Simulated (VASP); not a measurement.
GeSbTe3: single point with PBE

The system is GeSbTe3.

```
Ge Sb Te
1.0
     4.93163    0.00000    0.00000
    -2.46581    4.27091    0.00000
     0.00000    0.00000    9.15704
Ge Sb Te
1 1 3
Direct
  0.66667 0.33333 0.00000
  0.33333 0.66667 0.50000
  0.00000 0.00000 0.84802
  0.00000 0.00000 0.15198
  0.66667 0.33333 0.50000
```

The cell was generated, and may not be a known phase.

```yaml
Program: VASP 6.6.1
Task: single point
Functional: PBE
Potentials_or_basis: VASP PAW PBE potentials, release 64 (Ge_d, Sb, Te)
Cutoff: 520 eV
k_mesh: 12 × 12 × 4
Occupations: gaussian, width 0.1 eV
Spin: no spin polarisation
```

* Pressure: 0.0 GPa
* Largest force: 0.020 eV/Å
* Band gap on the k mesh: zero (an odd number of electrons rules out a gap without spin polarisation)

Forces on the atoms (eV/Å):
```
Ge   0.000  0.000  0.000
Sb   0.000  0.000  0.000
Te   0.000  0.000 -0.020
Te   0.000  0.000  0.020
Te   0.000  0.000  0.000
```

Levels at points of the mesh, in eV from the Fermi level:
```csv
k point,band 15,band 16,band 17,band 18,band 19,band 20,band 21,band 22
"(0.00, 0.00, 0.00)",-2.74,-2.74,-0.40,-0.40,0.28,0.48,0.48,1.25
"(0.50, 0.00, 0.00)",-2.01,-1.79,-1.33,-0.75,-0.70,1.24,1.89,2.76
"(0.00, 0.00, 0.50)",-2.73,-1.91,-0.58,-0.58,0.25,0.85,0.85,1.10
"(0.50, 0.00, 0.50)",-2.41,-2.33,-1.64,-0.63,-0.21,1.53,2.17,2.27
```

Run time: 9.5 min on 1 thread of Intel Xeon 8259CL, on a shared host, peak memory 0.51 GiB.

Caveat: spin-orbit coupling is left out, which moves the levels of the heavy elements; this functional lacks dispersion, which binds layers or chains, so the pressure and a relaxed spacing across them are unreliable; an odd number of electrons without spin polarisation forces a metal; a magnetic or distorted state may lie lower.
